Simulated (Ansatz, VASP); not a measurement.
## GaN: VASP beside Ansatz

The input POSCAR:

```
GaN
1.0
    0.0000000000      2.1352350000      2.1352350000
    2.1352350000      0.0000000000      2.1352350000
    2.1352350000      2.1352350000      0.0000000000
Ga N
1 1
Direct
   -0.0878123485     -0.0878123485      0.0878123485
    0.5000000000      0.5000000000      0.5000000000
```

Contents of INCAR.step1:

```
SYSTEM = GaN
  PREC = Accurate
  ENCUT = 1460
  ISMEAR = 0
  SIGMA = 0.05
  LREAL = .FALSE.
  LASPH = .TRUE.
  NELM = 120
  NBANDS = 16
  GGA = PE
  ALGO = Normal
  EDIFF = 1E-5
  LWAVE = .TRUE.
  LCHARG = .FALSE.
  GGA_COMPAT = .FALSE.
```

Contents of INCAR.step2:

```
SYSTEM = GaN
  PREC = Accurate
  ENCUT = 1460
  EDIFF = 1E-6
  ISMEAR = 0
  SIGMA = 0.05
  LREAL = .FALSE.
  LASPH = .TRUE.
  NELM = 120
  ALGO = Normal
  ISIF = 2
  LWAVE = .FALSE.
  LCHARG = .FALSE.
  METAGGA = R2SCAN
  LMIXTAU = .TRUE.
  NBANDS = 16
  ISTART = 1
  GGA_COMPAT = .FALSE.
```

File KPOINTS:

```
regular mesh
0
G
  12 12 12
  0 0 0
```

Input for Ansatz:

```yaml
crystal:
  lattice:
    - [0.0, 2.135235, 2.135235]
    - [2.135235, 0.0, 2.135235]
    - [2.135235, 2.135235, 0.0]
  atoms:
    - { symbol: Ga, position: [-0.0878123485, -0.0878123485, 0.0878123485] }
    - { symbol: "N", position: [0.5, 0.5, 0.5] }
basis:
  ecutwfc: 500
kpoints:
  mp_grid: { grid: [12, 12, 12] }
hamiltonian:
  xc: r2scan
scf:
  occupations: { method: gaussian, width: 0.05 }
output:
  forces: true
  stress: true
  eigenvalues: true
```

Change from the starting cell: all Ga atoms moved +0.375 Å, as atom 1 towards its neighbour atom 2 (N) at 2.135 Å.

Alike in both runs: task single point; functional r2SCAN; k mesh 12 × 12 × 12; occupations gaussian, width 0.05 eV; no spin polarisation.

|  | VASP | Ansatz |
| --- | --- | --- |
| version | VASP 6.6.1 | Ansatz 0.2.0 |
| potentials or method | VASP PAW PBE potentials, release 64 (Ga_d, N_h), cutoff 1460 eV | scalar-relativistic, plane waves, PAW |
| valence electrons in the cell | 18 | 18 |

|  | VASP | Ansatz | Ansatz less VASP |
| --- | --- | --- | --- |
| gap on the k mesh at the Fermi level (eV) | 0.96 | 0.99 | +0.027 |
| least direct gap on the mesh (eV) | 2.58 | 2.57 | -0.015 |
| pressure (GPa) | 11.2 | 10.4 | -0.86 |
| traceless stress, the component that is largest in VASP (GPa) | 44.72 | 44.28 | -0.439 |
| rms of the force components (eV/Å) | 2.039 | 2.001 | -0.0374 |

VASP's potentials were made for PBE, not for r2SCAN. Atom by atom the forces differ by 0.037 eV/Å (rms over components).
